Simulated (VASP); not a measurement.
# CuI (Marshite) (I-4m2) in VASP: notebook

Runs on CuI (Marshite). Level: PBEsol. Tasks: single point.

All numbers are computed with VASP 6.6.1; they aren't measurements. Logs are shortened: lines on timing, memory, paths and dates and some standing lists are left out, and cuts for length are marked.

## 1. The cell of the first run

The structure is tetragonal, space group I-4m2 (No. 119). The conventional cell has a = 4.284 Å, b = 4.284 Å, c = 5.777 Å, α = 90.00°, β = 90.00°, γ = 90.00°. Within 3.4 Å of Cu (site symmetry -4m2) lie 4 I at 2.58 Å. I (site symmetry -4m2) has 4 Cu at 2.58 Å within 3.4 Å.

## 2. Single point, PBEsol (in-plane strain +0.02, then relaxed in part)

The input, INCAR:

```
SYSTEM = CuI
PREC = Accurate ; ENCUT = 520
EDIFF = 1E-7 ; ISMEAR = 0
SIGMA = 0.01 ; LREAL = .False.
LASPH = .True. ; NELM = 80
ALGO = Normal ; ISIF = 2
LWAVE = .False. ; LCHARG = .True.
GGA = PS ; LELF = .True.
LVHAR = .True. ; NBANDS = 16
```

The input, KPOINTS:

```
Automatic mesh
0
Gamma
  6 6 6
  0 0 0
```

The input, POSCAR:

```
CuI
1.0
    3.0289315091      3.0289315091      0.0000000000
   -3.0289315091      3.0289315091      0.0000000000
    0.0000000000      3.0289315091      2.8882979467
Cu I
1 1
Direct
    0.7500000000      0.2500000000      0.5000000000
    0.0000000000      0.0000000000      0.0000000000
```

Potentials or basis: VASP PAW PBE potentials, release 64 (Cu, I).

The run is started by

```bash
cat potpaw_PBE.64/Cu/POTCAR potpaw_PBE.64/I/POTCAR > POTCAR
mpirun -np 1 vasp_std > vasp.out
```

OUTCAR:

```text
SYSTEM = CuI
   PREC = Accurate
   ENCUT = 520
   EDIFF = 1E-7
   ISMEAR = 0
   LREAL = .False.
   LASPH = .True.
   NELM = 80
   ISIF = 2
   GGA = PS

 ion  position               nearest neighbor table
   1  0.750  0.250  0.500-   2 2.58   2 2.58   2 2.58   2 2.58
   2  0.000  0.000  0.000-   1 2.58   1 2.58   1 2.58   1 2.58

  LATTYP: Found a body centered tetragonal cell.
 ALAT       =     4.2835560197
 C/A-ratio  =     1.3485514995

  Lattice vectors:

 A1 = (   3.0289315091,   0.0000000000,  -2.8882979467)
 A2 = (  -3.0289315091,   0.0000000000,  -2.8882979467)
 A3 = (   0.0000000000,   3.0289315091,   2.8882979467)

Analysis of symmetry for initial positions (statically):
=====================================================================
 Subroutine PRICEL returns:
 Original cell was already a primitive cell.

 Routine SETGRP: Setting up the symmetry group for a
 body centered tetragonal supercell.

 Subroutine GETGRP returns: Found  8 space group operations
 (whereof  8 operations were pure point group operations)
 out of a pool of 16 trial point group operations.

The static configuration has the point symmetry D_2d.

Analysis of symmetry for dynamics (positions and initial velocities):
=====================================================================
 Subroutine PRICEL returns:
 Original cell was already a primitive cell.

 Routine SETGRP: Setting up the symmetry group for a
 body centered tetragonal supercell.

 Subroutine GETGRP returns: Found  8 space group operations
 (whereof  8 operations were pure point group operations)
 out of a pool of 16 trial point group operations.

The dynamic configuration has the point symmetry D_2d.

 Subroutine INISYM returns: Found  8 space group operations
 (whereof  8 operations are pure point group operations),
 and found     1 'primitive' translations

----------------------------------------------------------------------------------------

                                     Primitive cell

  volume of cell :      52.9970

  direct lattice vectors                    reciprocal lattice vectors
     3.028931509  3.028931509  0.000000000     0.165074713  0.165074713 -0.173112334
    -3.028931509  3.028931509  0.000000000    -0.165074713  0.165074713 -0.173112334
     0.000000000  3.028931509  2.888297947     0.000000000  0.000000000  0.346224669

  length of vectors
     4.283556020  4.283556020  4.185294627     0.290632418  0.290632418  0.346224669

  position of ions in fractional coordinates (direct lattice)
     0.750000000  0.250000000  0.500000000
     0.000000000  0.000000000  0.000000000

  ion indices of the primitive-cell ions
   primitive index   ion index
                 1           1
                 2           2

----------------------------------------------------------------------------------------

 KPOINTS: Automatic mesh

Automatic generation of k-mesh.
 Grid dimensions read from file:
 generate k-points for:    6    6    6

 Generating k-lattice:

  Cartesian coordinates                     Fractional coordinates (reciprocal lattice)
     0.027512452  0.027512452 -0.028852056     0.166666667  0.000000000 -0.000000000
    -0.027512452  0.027512452 -0.028852056     0.000000000  0.166666667 -0.000000000
     0.000000000  0.000000000  0.057704111     0.000000000  0.000000000  0.166666667

  Length of vectors
     0.048438736  0.048438736  0.057704111

  Shift w.r.t. Gamma in fractional coordinates (k-lattice)
     0.000000000  0.000000000  0.000000000

 Subroutine IBZKPT returns following result:
 ===========================================

 Found     30 irreducible k-points:

 Following reciprocal coordinates:
            Coordinates               Weight
  0.000000  0.000000  0.000000      1.000000
  0.166667  0.000000  0.000000      8.000000
  0.333333  0.000000  0.000000      8.000000
  0.500000  0.000000 -0.000000      4.000000
  0.166667  0.166667  0.000000      8.000000
  0.333333  0.166667 -0.000000     16.000000
[... 16 lines left out ...]
 -0.333333 -0.333333  0.166667      4.000000
 -0.166667 -0.333333  0.166667     16.000000
 [... further k-points ...]
   k-points           NKPTS =     30   k-points in BZ     NKDIM =     30   number of bands    NBANDS=     16
   number of dos      NEDOS =    301   number of ions     NIONS =      2
   total plane-waves  NPLWV =  32768
   dimension x,y,z NGX =    32 NGY =   32 NGZ =   32
   dimension x,y,z NGXF=    64 NGYF=   64 NGZF=   64
   ions per type =               1   1
   NGX,Y,Z   is equivalent  to a cutoff of  12.42, 12.42, 12.71 a.u.
   NGXF,Y,Z  is equivalent  to a cutoff of  24.84, 24.84, 25.42 a.u.
 SYSTEM =  CuI
   PREC   = accura    normal or accurate (medium, high low for compatibility)
   ISTART =      0    job   : 0-new  1-cont  2-samecut
   ICHARG =      2    charge: 1-file 2-atom 10-const
   ISPIN  =      1    spin polarized calculation?
   LNONCOLLINEAR =      F non collinear calculations
   LSORBIT =      F    spin-orbit coupling
   LASPH  =      T    aspherical Exc in radial PAW
   ENCUT  =  520.0 eV  38.22 Ry    6.18 a.u.   7.96  7.96  7.78*2*pi/ulx,y,z
   NELM   =     80;   NELMIN=  2; NELMDL= -5     # of ELM steps
   EDIFF  = 0.1E-06   stopping-criterion for ELM
   LREAL  =      F    real-space projection
   EDIFFG = 0.1E-05   stopping-criterion for IOM
   NSW    =      0    number of steps for IOM
   IBRION =     -1    ionic relax: 0-MD 1-quasi-New 2-CG
   NFREE  =      0    steps in history (QN), initial steepest desc. (CG)
   ISIF   =      2    stress and relaxation
   ISYM   =      2    0-nonsym 1-usesym 2-fastsym
   POTIM  = 0.5000    time-step for ionic-motion
   TEBEG  =    0.0;   TEEND  =   0.0 temperature during run
   PSTRESS=    0.0 pullay stress
   NELECT =      18.0000    total number of electrons
   NUPDOWN=      -1.0000    fix difference up-down
   EMIN   =  10.00;   EMAX   =-10.00  energy-range for DOS
   EFERMI =   0.00;   METHOD = LEGACY
   ISMEAR =     0;   SIGMA  =   0.01  broadening in eV -4-tet -1-fermi 0-gaus
   EFERMI_NEDOS =   21; number of points for ismear=-14 and -15
   IALGO  =     38    algorithm
   IMIX   =      4    mixing-type and parameters
     AMIX     =   0.40;   BMIX     =  1.00
     AMIX_MAG =   1.60;   BMIX_MAG =  1.00
  volume/ion in A,a.u.               =      26.50       178.82
  Fermi-wavevector in a.u.,A,eV,Ry     =   1.142217  2.158478 17.750979  1.304660
  Thomas-Fermi vector in A             =   2.278916
   LORBIT       =      0    0 simple, 1 ext, 2 COOP (PROOUT), +10 PAW based schemes
   GGA     = PS    functional components
   LHFCALC =     F    Hartree Fock is set to
   AEXX    =    0.0000 exact exchange contribution
   IVDW    =     0    specifies the selected vdW correction
   LEPSILON=     F    determine dielectric tensor
   LRPA    =     F    only Hartree local field effects (RPA)
 non-spin polarized calculation
 Gauss-broadening in eV      SIGMA  =   0.01
  energy-cutoff  :      520.00
  volume of cell :       53.00
 maximum number of plane-waves:      1444
   NGX = 15   NGY = 15   NGZ = 15

 number of electron      17.9999995 magnetization

 Free energy of the ion-electron system (eV)
  ---------------------------------------------------
  ext. energy  EPLUGINS =         0.00000000
  ---------------------------------------------------
  free energy    TOTEN  =        -6.31258475 eV

  energy without entropy =       -6.31258475  energy(sigma->0) =       -6.31258475

 E-fermi :   4.9678     XC(G=0):  -9.3729

 val. band max:        4.8827783009   @ k =   0.0000   0.0000   0.0000
 cond. band min:       5.9945247580   @ k =   0.0000   0.0000   0.0000
 fundamental gap:      1.1117464571
 Fermi energy:         4.9677638821

 k-point     1 :       0.0000    0.0000    0.0000
  band No.  band energies     occupation
      1      -9.4588      2.00000
      2       0.9498      2.00000
      3       0.9498      2.00000
      4       1.0011      2.00000
      5       2.7282      2.00000
      6       2.7723      2.00000
[... 8 lines left out ...]
     15      14.1505      0.00000
     16      14.7801      0.00000

 k-point     2 :       0.1667    0.0000    0.0000
  band No.  band energies     occupation
      1      -9.3169      2.00000
      2       0.4478      2.00000
      3       0.9478      2.00000
      4       1.0116      2.00000
      5       2.7225      2.00000
      6       2.7582      2.00000
[... 8 lines left out ...]
     15      13.5871      0.00000
     16      14.0755      0.00000

 k-point     3 :       0.3333    0.0000    0.0000
  band No.  band energies     occupation
      1      -9.0022      2.00000
      2      -0.5788      2.00000
      3       0.9336      2.00000
      4       1.0583      2.00000
      5       2.7467      2.00000
      6       2.7578      2.00000
[... 8 lines left out ...]
     15      14.1262      0.00000
     16      14.1415      0.00000

 k-point     4 :       0.5000    0.0000   -0.0000
  band No.  band energies     occupation
      1      -8.8252      2.00000
      2      -1.0835      2.00000
      3       0.9212      2.00000
      4       1.0776      2.00000
      5       2.7754      2.00000
      6       2.7844      2.00000
[... 8 lines left out ...]
     15      15.6450      0.00000
     16      16.0242      0.00000
[... 324 lines left out ...]
 k-point    22 :      -0.1667    0.5000    0.1667
  band No.  band energies     occupation
      1      -8.7923      2.00000
      2      -0.5891      2.00000
      3       0.5381      2.00000
      4       0.9057      2.00000
      5       2.6760      2.00000
      6       2.7482      2.00000
[... 8 lines left out ...]
     15      15.5639      0.00000
     16      16.8835      0.00000

 k-point    23 :      -0.3333   -0.3333    0.1667
  band No.  band energies     occupation
      1      -8.6131      2.00000
      2      -0.8029      2.00000
      3       0.3806      2.00000
      4       0.8256      2.00000
      5       2.6917      2.00000
      6       2.7009      2.00000
[... 8 lines left out ...]
     15      16.8851      0.00000
     16      17.1254      0.00000

 k-point    24 :      -0.1667   -0.3333    0.1667
  band No.  band energies     occupation
      1      -8.6553      2.00000
      2      -0.6388      2.00000
      3       0.1594      2.00000
      4       0.8755      2.00000
      5       2.6475      2.00000
      6       2.7591      2.00000
[... 8 lines left out ...]
     15      16.1621      0.00000
     16      17.0441      0.00000

 [... further k-points ...]

------------------------ aborting loop because EDIFF is reached ----------------------------------------

  FORCE on cell =-STRESS in cart. coord.  units (eV):
  Direction    XX          YY          ZZ          XY          YZ          ZX
  --------------------------------------------------------------------------------------
  -------------------------------------------------------------------------------------
  Total       -0.2501352     -0.2501352      0.0330291      0.0000000      0.0000000      0.0000000
  in kB       -7.5619621     -7.5619621      0.9985182      0.0000000      0.0000000      0.0000000
  external PRESSURE =      -4.7084686 kB  Pullay stress =       0.0000000 kB

 VOLUME and BASIS-vectors are now :
 -----------------------------------------------------------------------------
  energy-cutoff  :      520.00
  volume of cell :       53.00
      direct lattice vectors                 reciprocal lattice vectors
     3.028931509  3.028931509  0.000000000     0.165074713  0.165074713 -0.173112334
    -3.028931509  3.028931509  0.000000000    -0.165074713  0.165074713 -0.173112334
     0.000000000  3.028931509  2.888297947     0.000000000  0.000000000  0.346224669

 POSITION                                       TOTAL-FORCE (eV/Angst)
 -----------------------------------------------------------------------------------
      1.51447      4.54340      1.44415         0.000000     -0.000000      0.000000
      0.00000      0.00000      0.00000        -0.000000      0.000000      0.000000
 -----------------------------------------------------------------------------------
    total drift:                               -0.000001     -0.000000     -0.000000

  FREE ENERGIE OF THE ION-ELECTRON SYSTEM (eV)
  ---------------------------------------------------
  free  energy   TOTEN  =        -6.3125847532 eV

  energy  without entropy=       -6.3125847532  energy(sigma->0) =       -6.31258475
```

Wall time 15 s (1 thread of Intel Xeon 6975P-C (Granite Rapids), shared host); peak memory 0.18 GiB.

Results:

| Item | Value |
| --- | --- |
| Free energy | -6.3126 eV |
| Pressure | -0.5 GPa |
| Band gap on the k mesh | 1.11 eV, direct |

Caveat: the cell differs from its parent crystal (in-plane strain +0.02, then relaxed in part); the PAW data sets were made with another functional, which shifts forces and pressure a little; spin-orbit coupling is left out, which moves the levels of the heavy elements.

[end of part 1 of 2]
